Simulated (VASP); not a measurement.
# CsPbCl3 (Pmmm) in VASP: a series of runs

CsPbCl3 is run at these levels: PBE; tasks: single point.

All numbers are computed with VASP 6.6.1; they aren't measurements. Logs are shortened: lines on timing, memory, paths and dates and some standing lists are left out, and cuts for length are marked.

### 1 The cell of the first run

Symmetry: Pmmm, No. 47, orthorhombic system. The conventional cell has a = 5.479 Å, b = 5.605 Å, c = 5.731 Å, α = 90.00°, β = 90.00°, γ = 90.00°. Cs (site symmetry mmm) has 12 Cl at 3.92 to 4.01 Å and 8 Pb at 4.85 Å within 5.1 Å. Within 3.6 Å of Pb (site symmetry mmm) lie 6 Cl at 2.74 to 2.87 Å. Cl (site symmetry mmm) has 2 Pb at 2.87 Å and 4 Cs at 3.92 Å and 8 Cl at 3.96 to 4.01 Å within 4.1 Å. Cl (site symmetry mmm) has 2 Pb at 2.74 Å within 3.6 Å. Cl (site symmetry mmm) has 2 Pb at 2.80 Å within 3.7 Å.

### 2 Single point, PBE (strain +0.0225 x Voigt [1, -1, 0, 0, 0, 0])

INCAR

```
SYSTEM = CsPbCl3
PREC = Accurate ; ENCUT = 520
EDIFF = 1E-6 ; ISMEAR = 0
SIGMA = 0.05 ; LREAL = .FALSE.
LASPH = .TRUE. ; NELM = 80
ALGO = Normal ; ISIF = 2
LWAVE = .FALSE. ; LCHARG = .FALSE.
GGA = PE ; NBANDS = 30
```

KPOINTS

```
Automatic mesh
0
G
  6 6 6
  0 0 0
```

POSCAR

```
CsPbCl3
1.0
    5.7311125000      0.0000000000      0.0000000000
    0.0000000000      5.4788875000      0.0000000000
    0.0000000000      0.0000000000      5.6050000000
Cs Pb Cl
1 1 3
Direct
    0.0000000000      0.0000000000      0.0000000000
    0.5000000000      0.5000000000      0.5000000000
    0.0000000000      0.5000000000      0.5000000000
    0.5000000000      0.0000000000      0.5000000000
    0.5000000000      0.5000000000      0.0000000000
```

Potentials or basis: VASP PAW PBE potentials, release 64 (Cs_sv, Pb_d, Cl).

Launch:

```bash
cat potpaw_PBE.64/Cs_sv/POTCAR potpaw_PBE.64/Pb_d/POTCAR potpaw_PBE.64/Cl/POTCAR > POTCAR
mpirun -np 1 vasp_std > vasp.out
```

OUTCAR:

```text
SYSTEM = CsPbCl3
   PREC = Accurate
   ENCUT = 520
   EDIFF = 1E-6
   ISMEAR = 0
   LREAL = .FALSE.
   LASPH = .TRUE.
   NELM = 80
   ISIF = 2
   GGA = PE

 ion  position               nearest neighbor table
   1  0.000  0.000  0.000-
   2  0.500  0.500  0.500-   4 2.74   4 2.74   5 2.80   5 2.80   3 2.87   3 2.87
   3  0.000  0.500  0.500-   2 2.87   2 2.87
   4  0.500  0.000  0.500-   2 2.74   2 2.74
   5  0.500  0.500  0.000-   2 2.80   2 2.80

  LATTYP: Found a simple orthorhombic cell.
 ALAT       =     5.4788875000
 B/A-ratio  =     1.0230179028
 C/A-ratio  =     1.0460358056

  Lattice vectors:

 A1 = (   0.0000000000,   5.4788875000,   0.0000000000)
 A2 = (   0.0000000000,   0.0000000000,   5.6050000000)
 A3 = (   5.7311125000,   0.0000000000,   0.0000000000)

Analysis of symmetry for initial positions (statically):
=====================================================================
 Subroutine PRICEL returns:
 Original cell was already a primitive cell.

 Routine SETGRP: Setting up the symmetry group for a
 simple orthorhombic supercell.

 Subroutine GETGRP returns: Found  8 space group operations
 (whereof  8 operations were pure point group operations)
 out of a pool of  8 trial point group operations.

The static configuration has the point symmetry D_2h.

Analysis of symmetry for dynamics (positions and initial velocities):
=====================================================================
 Subroutine PRICEL returns:
 Original cell was already a primitive cell.

 Routine SETGRP: Setting up the symmetry group for a
 simple orthorhombic supercell.

 Subroutine GETGRP returns: Found  8 space group operations
 (whereof  8 operations were pure point group operations)
 out of a pool of  8 trial point group operations.

The dynamic configuration has the point symmetry D_2h.

 Subroutine INISYM returns: Found  8 space group operations
 (whereof  8 operations are pure point group operations),
 and found     1 'primitive' translations

----------------------------------------------------------------------------------------

                                     Primitive cell

  volume of cell :     175.9977

  direct lattice vectors                    reciprocal lattice vectors
     5.731112500  0.000000000  0.000000000     0.174486193  0.000000000  0.000000000
     0.000000000  5.478887500  0.000000000     0.000000000  0.182518805  0.000000000
[... 91 lines left out ...]
   EDIFF  = 0.1E-05   stopping-criterion for ELM
   LREAL  =      F    real-space projection
   EDIFFG = 0.1E-04   stopping-criterion for IOM
   NSW    =      0    number of steps for IOM
   IBRION =     -1    ionic relax: 0-MD 1-quasi-New 2-CG
   NFREE  =      0    steps in history (QN), initial steepest desc. (CG)
   ISIF   =      2    stress and relaxation
   ISYM   =      2    0-nonsym 1-usesym 2-fastsym
   POTIM  = 0.5000    time-step for ionic-motion
   TEBEG  =    0.0;   TEEND  =   0.0 temperature during run
   PSTRESS=    0.0 pullay stress
   NELECT =      44.0000    total number of electrons
   NUPDOWN=      -1.0000    fix difference up-down
   EMIN   =  10.00;   EMAX   =-10.00  energy-range for DOS
   EFERMI =   0.00;   METHOD = LEGACY
   ISMEAR =     0;   SIGMA  =   0.05  broadening in eV -4-tet -1-fermi 0-gaus
   EFERMI_NEDOS =   21; number of points for ismear=-14 and -15
   IALGO  =     38    algorithm
   IMIX   =      4    mixing-type and parameters
     AMIX     =   0.40;   BMIX     =  1.00
     AMIX_MAG =   1.60;   BMIX_MAG =  1.00
  volume/ion in A,a.u.               =      35.20       237.54
  Fermi-wavevector in a.u.,A,eV,Ry     =   1.031312  1.948897 14.471217  1.063604
  Thomas-Fermi vector in A             =   2.165454
   LORBIT       =      0    0 simple, 1 ext, 2 COOP (PROOUT), +10 PAW based schemes
   GGA     = PE    functional components
   LHFCALC =     F    Hartree Fock is set to
   AEXX    =    0.0000 exact exchange contribution
   IVDW    =     0    specifies the selected vdW correction
   LEPSILON=     F    determine dielectric tensor
   LRPA    =     F    only Hartree local field effects (RPA)
 non-spin polarized calculation
 Gauss-broadening in eV      SIGMA  =   0.05
  energy-cutoff  :      520.00
  volume of cell :      176.00
 maximum number of plane-waves:      4764
 NGX is ok and might be reduce to    48
   NGX = 21   NGY = 21   NGZ = 21

 number of electron      43.9999997 magnetization

 Free energy of the ion-electron system (eV)
  ---------------------------------------------------
  ext. energy  EPLUGINS =         0.00000000
  ---------------------------------------------------
  free energy    TOTEN  =       -17.46784770 eV

  energy without entropy =      -17.46784770  energy(sigma->0) =      -17.46784770

 E-fermi :   2.0976     XC(G=0):  -7.8222

 val. band max:        1.8373603997   @ k =   0.5000   0.5000   0.5000
 cond. band min:       3.5901604538   @ k =   0.5000   0.5000   0.5000
 fundamental gap:      1.7528000541
 Fermi energy:         2.0975949619

 k-point     1 :       0.0000    0.0000    0.0000
  band No.  band energies     occupation
      1     -19.5630      2.00000
      2     -15.0560      2.00000
      3     -14.9756      2.00000
      4     -14.7654      2.00000
      5     -14.7592      2.00000
      6     -14.7517      2.00000
[... 781 lines left out ...]
     29       7.8737      0.00000
     30       8.3415      0.00000

 [... further k-points ...]

------------------------ aborting loop because EDIFF is reached ----------------------------------------

  FORCE on cell =-STRESS in cart. coord.  units (eV):
  Direction    XX          YY          ZZ          XY          YZ          ZX
  --------------------------------------------------------------------------------------
  -------------------------------------------------------------------------------------
  Total        0.6784189      3.4486883      1.9043193      0.0000000      0.0000000      0.0000000
  in kB        6.1759188     31.3947906     17.3357809      0.0000000      0.0000000      0.0000000
  external PRESSURE =      18.3021634 kB  Pullay stress =       0.0000000 kB

 VOLUME and BASIS-vectors are now :
 -----------------------------------------------------------------------------
  energy-cutoff  :      520.00
  volume of cell :      176.00
      direct lattice vectors                 reciprocal lattice vectors
     5.731112500  0.000000000  0.000000000     0.174486193  0.000000000  0.000000000
     0.000000000  5.478887500  0.000000000     0.000000000  0.182518805  0.000000000
     0.000000000  0.000000000  5.605000000     0.000000000  0.000000000  0.178412132

 POSITION                                       TOTAL-FORCE (eV/Angst)
 -----------------------------------------------------------------------------------
      0.00000      0.00000      0.00000         0.000000      0.000000      0.000000
      2.86556      2.73944      2.80250         0.000000      0.000000      0.000000
      0.00000      2.73944      2.80250         0.000000      0.000000      0.000000
      2.86556      0.00000      2.80250         0.000000      0.000000      0.000000
      2.86556      2.73944      0.00000         0.000000      0.000000      0.000000
 -----------------------------------------------------------------------------------
    total drift:                                0.000000     -0.000000     -0.000000

  FREE ENERGIE OF THE ION-ELECTRON SYSTEM (eV)
  ---------------------------------------------------
  free  energy   TOTEN  =       -17.4678476989 eV

  energy  without entropy=      -17.4678476989  energy(sigma->0) =      -17.46784770
```

stdout:

```text
POSCAR found type information on POSCAR CsPbCl
 POSCAR found :  3 types and       5 ions
 scaLAPACK will be used
 LDA part: xc-table for (Slater+PW92), standard interpolation
 POSCAR, INCAR and KPOINTS ok, starting setup
 FFT: planning ... GRIDC
 FFT: planning ... GRID_SOFT
 FFT: planning ... GRID
 WAVECAR not read
 entering main loop
```

It took 2.6 min on 1 thread of Intel Xeon Platinum 8488C (Sapphire Rapids), shared host; peak memory 0.47 GiB.

What came out:

```
Free energy            : -17.4678 eV
Pressure               : 1.8 GPa
Band gap on the k mesh : 1.75 eV
```

Stress tensor (GPa, compression positive):
```
0.62 0.00 0.00
0.00 3.14 0.00
0.00 0.00 1.73
```

Caveat: the cell differs from its parent crystal (strain +0.0225 x Voigt [1, -1, 0, 0, 0, 0]); spin-orbit coupling is left out, which moves the levels of the heavy elements.

### 3 Single point, PBE (strain +0.0375 x Voigt [1, -1, 0, 0, 0, 0])

INCAR

```
  PREC = Accurate
  ENCUT = 520
  EDIFF = 1E-7
  ISMEAR = 0
  SIGMA = 0.05
  LREAL = F
  LASPH = T
  NELM = 100
  ALGO = Normal
  ISIF = 2
  LWAVE = F
  LCHARG = F
  GGA = PE
  NBANDS = 30
```

KPOINTS

```
Automatic mesh
0
Gamma
  6 6 6
```

POSCAR: that of step 2 with these lines changed.

```diff
@@ -2,4 +2,4 @@
 1.0
-    5.7311125000      0.0000000000      0.0000000000
-    0.0000000000      5.4788875000      0.0000000000
+    5.8151875000      0.0000000000      0.0000000000
+    0.0000000000      5.3948125000      0.0000000000
     0.0000000000      0.0000000000      5.6050000000
```

Potentials or basis: VASP PAW PBE potentials, release 64 (Cs_sv, Pb_d, Cl).

Launch:

```bash
cat potpaw_PBE.64/Cs_sv/POTCAR potpaw_PBE.64/Pb_d/POTCAR potpaw_PBE.64/Cl/POTCAR > POTCAR
mpirun -np 1 vasp_std > vasp.out
```

Run time: 2.7 min. Hardware: 1 thread of Intel Xeon Platinum 8559C (Emerald Rapids), shared host; peak memory 0.47 GiB.

Results (log left out):

```yaml
Free_energy: -17.4100 eV
Pressure: 2.0 GPa
Band_gap_on_the_k_mesh: 1.61 eV
```

Stress tensor (GPa, compression positive):
```
0.03 0.00 0.00
0.00 4.29 0.00
0.00 0.00 1.75
```

Levels at points of the mesh, in eV from the valence-band top:
```tsv
k point	band 20	band 21	band 22	band 23	band 24	band 25
(0.00, 0.00, 0.00)	-2.62	-2.59	-2.58	3.26	4.12	4.29
(0.50, 0.00, 0.00)	-2.71	-2.69	-1.98	2.82	4.51	4.91
(0.00, 0.50, 0.00)	-2.73	-2.69	-1.46	3.18	4.72	4.72
(0.50, 0.50, 0.00)	-2.82	-2.32	-0.81	2.19	2.78	4.86
(0.00, 0.00, 0.50)	-2.77	-2.67	-1.76	2.98	4.59	4.81
(0.50, 0.00, 0.50)	-2.79	-2.33	-1.09	2.32	2.58	5.27
(0.00, 0.50, 0.50)	-2.79	-2.29	-0.62	2.34	2.68	4.28
(0.50, 0.50, 0.50)	-2.30	-2.28	0.00	1.61	1.86	2.18
```

Caveat: the cell differs from its parent crystal (strain +0.0375 x Voigt [1, -1, 0, 0, 0, 0]); spin-orbit coupling is left out, which moves the levels of the heavy elements. A k mesh can miss the band edges.

### 4 Single point, PBE (strain -0.0300 x Voigt [1, -1, 0, 0, 0, 0])

INCAR

```
ALGO = Normal ; EDIFF = 1E-6
ENCUT = 520 ; GGA = PE
ISIF = 2 ; ISMEAR = 0
LASPH = T ; LCHARG = F
LREAL = F ; LWAVE = F
NBANDS = 30 ; NELM = 100
PREC = Accurate ; SIGMA = 0.05
```

KPOINTS

```
k-points
0
Gamma
  6 6 6
```

POSCAR: that of step 3 with these lines changed.

```diff
@@ -2,4 +2,4 @@
 1.0
-    5.8151875000      0.0000000000      0.0000000000
-    0.0000000000      5.3948125000      0.0000000000
+    5.4368500000      0.0000000000      0.0000000000
+    0.0000000000      5.7731500000      0.0000000000
     0.0000000000      0.0000000000      5.6050000000
```

Launch:

```bash
cat potpaw_PBE.64/Cs_sv/POTCAR potpaw_PBE.64/Pb_d/POTCAR potpaw_PBE.64/Cl/POTCAR > POTCAR
mpirun -np 1 vasp_std > vasp.out
```

Wall time 2.7 min (1 thread of Intel Xeon Platinum 8559C (Emerald Rapids), shared host); peak memory 0.47 GiB.

Results (log left out):

```
Free energy            : -17.4427 eV
Pressure               : 1.9 GPa
Band gap on the k mesh : 1.68 eV
```

Stress tensor (GPa, compression positive):
```
3.69 0.00 0.00
0.00 0.31 0.00
0.00 0.00 1.74
```

Levels at points of the mesh, in eV from the valence-band top:
```
           k point  band 19  band 20  band 21  band 22  band 23  band 24  band 25  band 26
(0.00, 0.00, 0.00)    -2.65    -2.59    -2.57    -2.56     3.29     4.16     4.30     5.04
(0.50, 0.00, 0.00)    -2.79    -2.70    -2.67    -1.50     3.15     4.72     4.85     5.24
(0.00, 0.50, 0.00)    -2.71    -2.69    -2.69    -1.92     2.87     4.56     4.98     5.32
(0.50, 0.50, 0.00)    -2.82    -2.80    -2.29    -0.81     2.26     2.74     4.89     5.31
(0.00, 0.00, 0.50)    -2.78    -2.73    -2.66    -1.74     3.00     4.62     4.92     5.14
(0.50, 0.00, 0.50)    -2.80    -2.79    -2.27    -0.65     2.39     2.65     4.42     5.35
(0.00, 0.50, 0.50)    -2.79    -2.79    -2.30    -1.03     2.37     2.58     5.30     5.38
(0.50, 0.50, 0.50)    -2.28    -2.27    -2.26     0.00     1.68     1.89     2.14     5.05
```

Caveat: the cell differs from its parent crystal (strain -0.0300 x Voigt [1, -1, 0, 0, 0, 0]); spin-orbit coupling is left out, which moves the levels of the heavy elements.

### 5 Summary

```csv
cell,gap on the mesh (eV),pressure (GPa)
"a = 5.731, b = 5.479, c = 5.605 Å, 5 atoms",1.75,1.8
"a = 5.815, b = 5.395, c = 5.605 Å, 5 atoms",1.61,2.0
"a = 5.437, b = 5.773, c = 5.605 Å, 5 atoms",1.68,1.9
```

Alike in all rows: task single point; level PBE; potentials or basis VASP PAW PBE potentials, release 64 (Cs_sv, Pb_d, Cl); no spin polarisation; k mesh 6 × 6 × 6; cutoff (eV) 520; smearing gaussian 0.05 eV.

Caveats: spin-orbit coupling is left out, which moves the levels of the heavy elements.

Absolute energies hang on the potentials; compare differences alone.
